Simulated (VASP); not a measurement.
A run of VASP 6.6.1 is set up as follows.

Contents of INCAR:

```
ALGO     = Normal         # electronic algorithm
EDIFF    = 1E-7           # SCF threshold, eV
ENCUT    = 520            # plane-wave cutoff, eV
GGA      = PE             # functional
ISIF     = 2              # what is computed and relaxed
ISMEAR   = -1             # smearing method
LASPH    = T              # aspherical terms in the spheres
LCHARG   = F              # write CHGCAR
LREAL    = F              # projectors in reciprocal space
LWAVE    = F              # write WAVECAR
NBANDS   = 27             # bands
NELM     = 60             # most SCF steps
PREC     = Accurate       # precision mode
SIGMA    = 0.02           # smearing width, eV
```

KPOINTS

```
k-points
0
Gamma
  6 6 6
```

Contents of POSCAR:

```
KTaO3
1.0
    3.9901311030     -0.0299259833      0.0000000000
   -0.0299259833      3.9901311030      0.0000000000
    0.0000000000      0.0000000000      3.9901311030
K Ta O
1 1 3
Direct
    0.0000000000      0.0000000000      0.0000000000
    0.5000000000      0.5000000000      0.5000000000
    0.5000000000      0.5000000000      0.0000000000
    0.5000000000      0.0000000000      0.5000000000
    0.0000000000      0.5000000000      0.5000000000
```

Potentials or basis: VASP PAW PBE potentials, release 64 (K_sv, Ta_pv, O).

Command:

```bash
$ cat potpaw_PBE.64/K_sv/POTCAR potpaw_PBE.64/Ta_pv/POTCAR potpaw_PBE.64/O/POTCAR > POTCAR
$ mpirun -np 1 vasp_std > vasp.out
```

Q: What does it give for the band gap on the k mesh?

A: 2.14 eV (least direct gap 2.74 eV).

Q: Estimate the pressure.

A: 5.8 GPa.

Stress tensor (GPa, compression positive):
```
5.80 1.51 0.00
1.51 5.80 0.00
0.00 0.00 5.79
```

Caveat: the cell differs from its parent crystal (shear xy strain -1.5%); the cell stands under pressure; spin-orbit coupling is left out, which moves the levels of the heavy elements. A k mesh can miss the band edges.
